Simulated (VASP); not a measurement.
# AlN (P6_3mc) in VASP: notebook

AlN is run at these levels: PBEsol; tasks: relaxation of cell and atoms.

Everything below comes from runs of VASP 6.6.1. Logs are shortened: lines on timing, memory, paths and dates and some standing lists are left out, and cuts for length are marked.

### Step 1. The cell of the first run

It takes space group P6_3mc (No. 186, hexagonal). The conventional cell has a = 3.114 Å, b = 3.114 Å, c = 4.983 Å, α = 90.00°, β = 90.00°, γ = 120.00°. Within 2.5 Å of Al (site symmetry 3m) lie 4 N at 1.89 to 1.90 Å. N (site symmetry 3m) has 4 Al at 1.89 to 1.90 Å within 2.5 Å.

### Step 2. Relaxation of cell and atoms, PBEsol, target pressure 2 GPa, at which the enthalpy is minimised

The input, INCAR:

```
SYSTEM = AlN
PREC     = Accurate       ! precision mode
ENCUT    = 600            ! plane-wave cutoff, eV
EDIFF    = 1E-6           ! SCF threshold, eV
ISMEAR   = 0              ! smearing method
SIGMA    = 0.01           ! smearing width, eV
LREAL    = .FALSE.        ! projectors in reciprocal space
LASPH    = .TRUE.         ! aspherical terms in the spheres
NELM     = 80             ! most SCF steps
ALGO     = Normal         ! electronic algorithm
ISIF     = 3              ! what is computed and relaxed
LWAVE    = .FALSE.        ! write WAVECAR
LCHARG   = .FALSE.        ! write CHGCAR
GGA      = PS             ! functional
IBRION   = 2              ! ionic algorithm
NSW      = 100            ! ionic steps
EDIFFG   = -0.002         ! ionic threshold
PSTRESS  = 20.0
```

The input, KPOINTS:

```
regular mesh
0
G
  8 8 6
  0 0 0
```

The input, POSCAR:

```
AlN
1.0
    3.1138396332      0.0000000000      0.0000000000
   -1.5569198166      2.6966642256      0.0000000000
    0.0000000000      0.0000000000      4.9828539278
Al N
2 2
Direct
    0.3333333333      0.6666666667     -0.0010087549
    0.6666666667      0.3333333333      0.4989912451
    0.3333333333      0.6666666667      0.3810087549
    0.6666666667      0.3333333333      0.8810087549
```

Potentials or basis: VASP PAW PBE potentials, release 64 (Al, N).

The run is started by

```console
> cat potpaw_PBE.64/Al/POTCAR potpaw_PBE.64/N/POTCAR > POTCAR
> mpirun -np 1 vasp_std > vasp.out
```

OUTCAR:

```text
SYSTEM = AlN
   PREC = Accurate
   ENCUT = 600
   EDIFF = 1E-6
   ISMEAR = 0
   LREAL = .FALSE.
   LASPH = .TRUE.
   NELM = 80
   ISIF = 3
   GGA = PS
   IBRION = 2
   NSW = 100
   EDIFFG = -0.002
   PSTRESS = 20.0

 ion  position               nearest neighbor table
   1  0.333  0.667  0.999-   4 1.89   4 1.89   4 1.89   3 1.90   2 3.07   2 3.07   2 3.07   2 3.07
                             2 3.07   2 3.07
   2  0.667  0.333  0.499-   3 1.89   3 1.89   3 1.89   4 1.90   1 3.07   1 3.07   1 3.07   1 3.07
                             1 3.07   1 3.07
   3  0.333  0.667  0.381-   2 1.89   2 1.89   2 1.89   1 1.90
   4  0.667  0.333  0.881-   1 1.89   1 1.89   1 1.89   2 1.90

  LATTYP: Found a hexagonal cell.
 ALAT       =     3.1138396332
 C/A-ratio  =     1.6002281796

  Lattice vectors:

 A1 = (   3.1138396332,   0.0000000000,   0.0000000000)
 A2 = (  -1.5569198166,   2.6966642256,   0.0000000000)
 A3 = (   0.0000000000,   0.0000000000,   4.9828539278)

Analysis of symmetry for initial positions (statically):
=====================================================================
 Subroutine PRICEL returns:
 Original cell was already a primitive cell.

 Routine SETGRP: Setting up the symmetry group for a
 hexagonal supercell.

 Subroutine GETGRP returns: Found 12 space group operations
 (whereof  6 operations were pure point group operations)
 out of a pool of 24 trial point group operations.

The static configuration has the point symmetry C_3v.
 The point group associated with its full space group is C_6v.

Analysis of symmetry for dynamics (positions and initial velocities):
=====================================================================
 Subroutine PRICEL returns:
 Original cell was already a primitive cell.

 Routine SETGRP: Setting up the symmetry group for a
 hexagonal supercell.

 Subroutine GETGRP returns: Found 12 space group operations
 (whereof  6 operations were pure point group operations)
 out of a pool of 24 trial point group operations.

The dynamic configuration has the point symmetry C_3v.
 The point group associated with its full space group is C_6v.

 Subroutine INISYM returns: Found 12 space group operations
 (whereof  6 operations are pure point group operations),
 and found     1 'primitive' translations

----------------------------------------------------------------------------------------

                                     Primitive cell

  volume of cell :      41.8409

  direct lattice vectors                    reciprocal lattice vectors
     3.113839633  0.000000000  0.000000000     0.321146918  0.185414259  0.000000000
    -1.556919817  2.696664226  0.000000000     0.000000000  0.370828519  0.000000000
     0.000000000  0.000000000  4.982853928     0.000000000  0.000000000  0.200688203

  length of vectors
     3.113839633  3.113839633  4.982853928     0.370828519  0.370828519  0.200688203

  position of ions in fractional coordinates (direct lattice)
     0.333333333  0.666666667  0.998991245
     0.666666667  0.333333333  0.498991245
     0.333333333  0.666666667  0.381008755
     0.666666667  0.333333333  0.881008755

  ion indices of the primitive-cell ions
   primitive index   ion index
                 1           1
                 2           2
                 3           3
                 4           4

----------------------------------------------------------------------------------------

 KPOINTS: regular mesh

Automatic generation of k-mesh.
 Grid dimensions read from file:
 generate k-points for:    8    8    6

 Generating k-lattice:

  Cartesian coordinates                     Fractional coordinates (reciprocal lattice)
     0.040143365  0.023176782  0.000000000     0.125000000  0.000000000  0.000000000
     0.000000000  0.046353565  0.000000000     0.000000000  0.125000000  0.000000000
     0.000000000  0.000000000  0.033448034     0.000000000  0.000000000  0.166666667

  Length of vectors
     0.046353565  0.046353565  0.033448034

  Shift w.r.t. Gamma in fractional coordinates (k-lattice)
     0.000000000  0.000000000  0.000000000

 Subroutine IBZKPT returns following result:
 ===========================================

 Found     40 irreducible k-points:

 Following reciprocal coordinates:
            Coordinates               Weight
  0.000000  0.000000  0.000000      1.000000
  0.125000  0.000000  0.000000      6.000000
  0.250000  0.000000  0.000000      6.000000
  0.375000 -0.000000  0.000000      6.000000
  0.500000  0.000000  0.000000      3.000000
  0.125000  0.125000  0.000000      6.000000
[... 16 lines left out ...]
  0.250000  0.000000  0.333333     12.000000
  0.375000 -0.000000  0.333333     12.000000
 [... further k-points ...]
   k-points           NKPTS =     40   k-points in BZ     NKDIM =     40   number of bands    NBANDS=     12
   number of dos      NEDOS =    301   number of ions     NIONS =      4
   total plane-waves  NPLWV =  31360
   dimension x,y,z NGX =    28 NGY =   28 NGZ =   40
   dimension x,y,z NGXF=    56 NGYF=   56 NGZF=   80
   ions per type =               2   2
   NGX,Y,Z   is equivalent  to a cutoff of  14.95, 14.95, 13.35 a.u.
   NGXF,Y,Z  is equivalent  to a cutoff of  29.90, 29.90, 26.69 a.u.
 SYSTEM =  AlN
   PREC   = accura    normal or accurate (medium, high low for compatibility)
   ISTART =      0    job   : 0-new  1-cont  2-samecut
   ICHARG =      2    charge: 1-file 2-atom 10-const
   ISPIN  =      1    spin polarized calculation?
   LNONCOLLINEAR =      F non collinear calculations
   LSORBIT =      F    spin-orbit coupling
   LASPH  =      T    aspherical Exc in radial PAW
   ENCUT  =  600.0 eV  44.10 Ry    6.64 a.u.   6.22  6.22  9.95*2*pi/ulx,y,z
   NELM   =     80;   NELMIN=  2; NELMDL= -5     # of ELM steps
   EDIFF  = 0.1E-05   stopping-criterion for ELM
   LREAL  =      F    real-space projection
   EDIFFG = -.2E-02   stopping-criterion for IOM
   NSW    =    100    number of steps for IOM
   IBRION =      2    ionic relax: 0-MD 1-quasi-New 2-CG
   NFREE  =      1    steps in history (QN), initial steepest desc. (CG)
   ISIF   =      3    stress and relaxation
   ISYM   =      2    0-nonsym 1-usesym 2-fastsym
   POTIM  = 0.5000    time-step for ionic-motion
   TEBEG  =    0.0;   TEEND  =   0.0 temperature during run
   PSTRESS=   20.0 pullay stress
   NELECT =      16.0000    total number of electrons
   NUPDOWN=      -1.0000    fix difference up-down
   EMIN   =  10.00;   EMAX   =-10.00  energy-range for DOS
   EFERMI =   0.00;   METHOD = LEGACY
   ISMEAR =     0;   SIGMA  =   0.01  broadening in eV -4-tet -1-fermi 0-gaus
   EFERMI_NEDOS =   21; number of points for ismear=-14 and -15
   IALGO  =     38    algorithm
   IMIX   =      4    mixing-type and parameters
     AMIX     =   0.40;   BMIX     =  1.00
     AMIX_MAG =   1.60;   BMIX_MAG =  1.00
  volume/ion in A,a.u.               =      10.46        70.59
  Fermi-wavevector in a.u.,A,eV,Ry     =   1.188268  2.245501 19.211166  1.411981
  Thomas-Fermi vector in A             =   2.324401
   LORBIT       =      0    0 simple, 1 ext, 2 COOP (PROOUT), +10 PAW based schemes
   GGA     = PS    functional components
   LHFCALC =     F    Hartree Fock is set to
   AEXX    =    0.0000 exact exchange contribution
   IVDW    =     0    specifies the selected vdW correction
   LEPSILON=     F    determine dielectric tensor
   LRPA    =     F    only Hartree local field effects (RPA)
 conjugate gradient relaxation of ions
 non-spin polarized calculation
 Gauss-broadening in eV      SIGMA  =   0.01
  energy-cutoff  :      600.00
  volume of cell :       41.84
 maximum number of plane-waves:      1412
 NGX is ok and might be reduce to    28
   NGX = 13   NGY = 13   NGZ = 19

--------------------------------------- Ionic step        1  -------------------------------------------

 number of electron      15.9999999 magnetization

 Free energy of the ion-electron system (eV)
  ---------------------------------------------------
  ext. energy  EPLUGINS =         0.00000000
  ---------------------------------------------------
  free energy    TOTEN  =       -31.31566129 eV

  energy without entropy =      -31.31566129  energy(sigma->0) =      -31.31566129

------------------------ aborting loop because EDIFF is reached ----------------------------------------

  FORCE on cell =-STRESS in cart. coord.  units (eV):
  Direction    XX          YY          ZZ          XY          YZ          ZX
  --------------------------------------------------------------------------------------
  -------------------------------------------------------------------------------------
  Total       -0.0528785     -0.0528785     -0.0412919      0.0000000      0.0000000     -0.0000000
  in kB       -2.0248284     -2.0248284     -1.5811542      0.0000000      0.0000000     -0.0000000
  external PRESSURE =     -21.8769370 kB  Pullay stress =      20.0000000 kB

 VOLUME and BASIS-vectors are now :
 -----------------------------------------------------------------------------
  energy-cutoff  :      600.00
  volume of cell :       41.84
      direct lattice vectors                 reciprocal lattice vectors
     3.113839633  0.000000000  0.000000000     0.321146918  0.185414259  0.000000000
    -1.556919817  2.696664226  0.000000000     0.000000000  0.370828519  0.000000000
     0.000000000  0.000000000  4.982853928     0.000000000  0.000000000  0.200688203
[... 250 lines left out ...]
  FREE ENERGIE OF THE ION-ELECTRON SYSTEM (eV)
  ---------------------------------------------------
  free  energy   TOTEN  =       -31.3132553254 eV

  energy  without entropy=      -31.3132553254  energy(sigma->0) =      -31.31325533

  enthalpy is  TOTEN    =       -30.7962744859 eV   P V=        0.5169808396

--------------------------------------- Ionic step        8  -------------------------------------------

 number of electron      15.9999999 magnetization

 Free energy of the ion-electron system (eV)
  ---------------------------------------------------
  ext. energy  EPLUGINS =         0.00000000
  ---------------------------------------------------
  free energy    TOTEN  =       -31.31318785 eV

  energy without entropy =      -31.31318785  energy(sigma->0) =      -31.31318785

 E-fermi :   6.2287     XC(G=0): -11.1452

 val. band max:        6.1577792637   @ k =   0.0000   0.0000   0.0000
 cond. band min:      10.3558401087   @ k =   0.0000   0.0000   0.0000
 fundamental gap:      4.1980608450
 Fermi energy:         6.2287115325

 k-point     1 :       0.0000    0.0000    0.0000
  band No.  band energies     occupation
      1      -9.0741      2.00000
      2      -6.8583      2.00000
      3       0.0566      2.00000
      4       5.2643      2.00000
      5       5.2643      2.00000
      6       5.9231      2.00000
      7       5.9231      2.00000
      8       6.1578      2.00000
      9      10.3558      0.00000
     10      12.7825      0.00000
     11      16.7343      0.00000
     12      17.2376      0.00000

 k-point     2 :       0.1250    0.0000    0.0000
  band No.  band energies     occupation
      1      -8.8723      2.00000
      2      -6.7456      2.00000
      3       0.2954      2.00000
      4       4.3813      2.00000
      5       5.0167      2.00000
      6       5.0945      2.00000
      7       5.8869      2.00000
      8       6.0644      2.00000
      9      11.1866      0.00000
     10      13.5170      0.00000
     11      15.8704      0.00000
     12      16.1575      0.00000
[... 316 lines left out ...]
 k-point    24 :       0.3750   -0.0000    0.3333
  band No.  band energies     occupation
      1      -7.2525      2.00000
      2      -6.6253      2.00000
      3       0.7829      2.00000
      4       1.4382      2.00000
      5       3.6845      2.00000
      6       4.4535      2.00000
      7       5.1278      2.00000
      8       5.1839      2.00000
      9      11.3783      0.00000
     10      12.2540      0.00000
     11      15.1241      0.00000
     12      16.0789      0.00000

 [... further k-points ...]
[... 5 lines left out ...]
  --------------------------------------------------------------------------------------
  -------------------------------------------------------------------------------------
  Total        0.5128474      0.5128474      0.5114156      0.0000000      0.0000000      0.0000000
  in kB       19.8427366     19.8427366     19.7873372      0.0000000      0.0000000      0.0000000
  external PRESSURE =      -0.1757299 kB  Pullay stress =      20.0000000 kB

 VOLUME and BASIS-vectors are now :
 -----------------------------------------------------------------------------
  energy-cutoff  :      600.00
  volume of cell :       41.41
      direct lattice vectors                 reciprocal lattice vectors
     3.103700273 -0.000000000 -0.000000000     0.322196060  0.186019982 -0.000000000
    -1.551850136  2.687883282  0.000000000    -0.000000000  0.372039964 -0.000000000
     0.000000000  0.000000000  4.963717214     0.000000000  0.000000000  0.201461920

 POSITION                                       TOTAL-FORCE (eV/Angst)
 -----------------------------------------------------------------------------------
     -0.00000      1.79192      4.95826        -0.000000     -0.000000     -0.000376
      1.55185      0.89596      2.47640        -0.000000     -0.000000     -0.000376
     -0.00000      1.79192      1.89167         0.000000      0.000000      0.000376
      1.55185      0.89596      4.37353         0.000000      0.000000      0.000376
 -----------------------------------------------------------------------------------
    total drift:                               -0.000000      0.000000     -0.000578

  FREE ENERGIE OF THE ION-ELECTRON SYSTEM (eV)
  ---------------------------------------------------
  free  energy   TOTEN  =       -31.3131878547 eV

  energy  without entropy=      -31.3131878547  energy(sigma->0) =      -31.31318785

  enthalpy is  TOTEN    =       -30.7962758417 eV   P V=        0.5169120130

 reached required accuracy - stopping structural energy minimisation
```

Run time: 54 s. Hardware: 1 thread of Intel Xeon Platinum 8488C (Sapphire Rapids), shared host; peak memory 0.18 GiB.

Results:

* Free energy: -31.3132 eV
* Relaxed volume: 10.35 Å³/atom
* Relaxed cell: a = 3.104 Å, b = 3.104 Å, c = 4.964 Å, α = 90.00°, β = 90.00°, γ = 120.00°
* Space group after relaxing (to 0.1 Å): P6_3mc (No. 186)
* Energy change on relaxing (the run minimises the enthalpy): +0.6 meV/atom
* Ionic steps: 8
* Pressure after relaxing: 2.0 GPa
* Band gap on the k mesh: 4.20 eV

The path:
| step | energy change (eV) | largest force (eV/Å) | pressure (GPa) | volume (Å³) |
| --- | --- | --- | --- | --- |
| 1 | 0.0000 | 0.0003 | -0.19 | 41.84 |
| 2 | 0.0108 | 0.0070 | 4.23 | 40.98 |
| 3 | 0.0024 | 0.0037 | 1.99 | 41.41 |
| 4 | 0.0026 | 0.0038 | 2.03 | 41.40 |
| 5 | 0.0026 | 0.0045 | 2.03 | 41.40 |
| 6 | 0.0026 | 0.0048 | 2.03 | 41.40 |
| 7 | 0.0024 | 0.0029 | 1.96 | 41.41 |
| 8 | 0.0025 | 0.0004 | 1.98 | 41.41 |

Final structure:
```
Al N
1.0
     3.10370    0.00000    0.00000
    -1.55185    2.68788    0.00000
     0.00000    0.00000    4.96372
Al N
2 2
Direct
  0.33333 0.66667 0.99890
  0.66667 0.33333 0.49890
  0.33333 0.66667 0.38110
  0.66667 0.33333 0.88110
```

Caveat: the cell is relaxed towards a set pressure, so the run minimises the enthalpy, not the energy; the PAW data sets were made with another functional, which shifts forces and pressure a little. A k mesh can miss the band edges.

### Step 3. Relaxation of cell and atoms, PBEsol, target pressure 4 GPa, at which the enthalpy is minimised

The input, INCAR:

```
SYSTEM = AlN
ALGO = Normal
EDIFF = 1E-7
EDIFFG = -0.002
ENCUT = 600
GGA = PS
IBRION = 2
ISIF = 3
ISMEAR = 0
LASPH = .TRUE.
LCHARG = .FALSE.
LREAL = .FALSE.
LWAVE = .FALSE.
NELM = 80
NSW = 100
PREC = Accurate
PSTRESS = 40.0
SIGMA = 0.01
```

The input, KPOINTS:

```
k-points
0
G
  8 8 6
  0 0 0
```

POSCAR is that of step 2.

Potentials or basis: VASP PAW PBE potentials, release 64 (Al, N).

The run is started by

```console
> cat potpaw_PBE.64/Al/POTCAR potpaw_PBE.64/N/POTCAR > POTCAR
> mpirun -np 1 vasp_std > vasp.out
```

Run time: 65 s. Hardware: 1 thread of Intel Xeon Platinum 8488C (Sapphire Rapids), shared host; peak memory 0.18 GiB.

Results (log left out):

* Free energy: -31.3060 eV
* Relaxed volume: 10.26 Å³/atom
* Relaxed cell: a = 3.095 Å, b = 3.095 Å, c = 4.946 Å, α = 90.00°, β = 90.00°, γ = 120.00°
* Space group after relaxing (to 0.1 Å): P6_3mc (No. 186)
* Energy change on relaxing (the run minimises the enthalpy): +2.4 meV/atom
* Ionic steps: 7
* Pressure after relaxing: 4.0 GPa
* Band gap on the k mesh: 4.28 eV

Step by step:
```
step  energy change (eV)  largest force (eV/Å)  pressure (GPa)  volume (Å³)
   1              0.0000                0.0003           -0.13        41.84
   2              0.0404                0.0148            8.43        40.23
   3              0.0096                0.0077            3.99        41.03
   4              0.0100                0.0078            4.07        41.01
   5              0.0093                0.0090            3.93        41.04
   6              0.0093                0.0091            3.91        41.04
   7              0.0097                0.0001            4.00        41.02
```

Final structure:
```
CELL_PARAMETERS angstrom
3.09472 0.00000 0.00000
-1.54736 2.68011 0.00000
0.00000 0.00000 4.94588
ATOMIC_POSITIONS crystal
Al 0.33333 0.66667 0.99879
Al 0.66667 0.33333 0.49879
N 0.33333 0.66667 0.38121
N 0.66667 0.33333 0.88121
```

Levels at points of the mesh, in eV from the valence-band top:
| k point | band 4 | band 5 | band 6 | band 7 | band 8 | band 9 | band 10 | band 11 | band 12 |
| --- | --- | --- | --- | --- | --- | --- | --- | --- | --- |
| (0.00, 0.00, 0.00) | -0.91 | -0.91 | -0.25 | -0.25 | 0.00 | 4.28 | 6.69 | 10.65 | 11.13 |
| (0.50, 0.00, 0.00) | -4.25 | -3.43 | -2.16 | -1.84 | -0.72 | 5.72 | 5.72 | 8.23 | 10.29 |
| (0.00, 0.00, 0.50) | -3.39 | -0.59 | -0.59 | -0.59 | -0.59 | 6.52 | 6.52 | 10.35 | 10.35 |
| (0.50, 0.00, 0.50) | -5.75 | -1.52 | -1.52 | -1.40 | -1.40 | 5.23 | 5.23 | 9.23 | 9.23 |

Caveat: the cell is relaxed towards a set pressure, so the run minimises the enthalpy, not the energy; the PAW data sets were made with another functional, which shifts forces and pressure a little.

(Part 1 of 2 ends here.)
